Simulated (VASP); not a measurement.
CdInS2, 4 atoms in the cell. The structure is trigonal, space group P-3m1 (No. 164). Conventional cell: a = 4.086 Å, b = 4.086 Å, c = 6.112 Å, α = 90.00°, β = 90.00°, γ = 120.00°. Cd (site symmetry -3m) has 6 S at 2.91 Å and 2 In at 3.06 Å within 3.8 Å. In (site symmetry -3m) has 6 S at 2.72 Å and 2 Cd at 3.06 Å within 3.6 Å. S (site symmetry 3m) has 3 In at 2.72 Å and 3 Cd at 2.91 Å and 3 S at 3.59 Å within 3.6 Å.  This cell differs from its parent crystal: atoms shifted along a free coordinate, c/a of the conventional cell at fixed volume 1.4956.

| Property | Result |
| --- | --- |
| Program | VASP 6.6.1 |
| Task | single point |
| Functional | PBE |
| Potentials or basis | VASP PAW PBE potentials, release 64 (Cd, In_d, S) |
| Cutoff | 520 eV |
| k mesh | 12 × 12 × 6 |
| Occupations | gaussian, width 0.15 eV |
| Spin | no spin polarisation |
| Dipole correction | no |
| Further INCAR settings | ALGO = Normal; EDIFF = 1e-07; NBANDS = 26 |

Potentials or basis: VASP PAW PBE potentials, release 64 (Cd, In_d, S).

Run with:

```console
$ cat potpaw_PBE.64/Cd/POTCAR potpaw_PBE.64/In_d/POTCAR potpaw_PBE.64/S/POTCAR > POTCAR
$ mpirun -np 1 vasp_std > vasp.out
```

Hardware: 1 thread of Intel Xeon 8259CL (shared host).

Q: Estimate the wall time of this run.

A: It took 6.1 min on 1 thread of Intel Xeon 8259CL, on a shared host, peak memory 0.36 GiB. Counts: scf iterations 15, k points 100.
